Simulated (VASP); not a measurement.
The system is CuO (Tenorite).

```xyz
4
Lattice="2.3727 -1.7338 0.0000 2.3727 1.7338 0.0000 -0.8612 0.0000 5.1244" Properties=species:S:1:pos:R:3 pbc="T T T"
Cu    0.7557   -0.8669    2.5622
Cu    1.1863    0.8669    0.0000
O     1.7268    0.2830    3.8433
O     2.1574   -0.2830    1.2811
```

Base run:

| Quantity | Value |
| --- | --- |
| Program | VASP 6.6.1 |
| Functional | BLYP |
| Potentials or basis | VASP PAW PBE potentials, release 64 (Cu, O) |
| Cutoff | 520 eV |
| k mesh | 10 × 10 × 5 |
| Occupations | fermi-dirac, width 0.05 eV |
| Spin | no spin polarisation |

Its results: band gap on the k mesh zero (band 17 reaches 5.78 eV, above the bottom of band 18 at 5.19 eV); pressure 5.9 GPa; largest force 0.297 eV/Å.

The run is repeated on the same cell with these changes: functional from BLYP to SVWN5. What comes out?

Band gap on the k mesh zero (band 17 reaches 4.99 eV, above the bottom of band 18 at 4.39 eV); pressure -14.9 GPa; largest force 0.545 eV/Å.

SVWN5 binds more tightly than BLYP, so the same cell stands under less pressure.

Caveats: the PAW data sets were made with another functional, which shifts forces and pressure a little; semilocal functionals often make such compounds metallic where correlation or magnetic order opens a gap, which also shifts bond lengths.
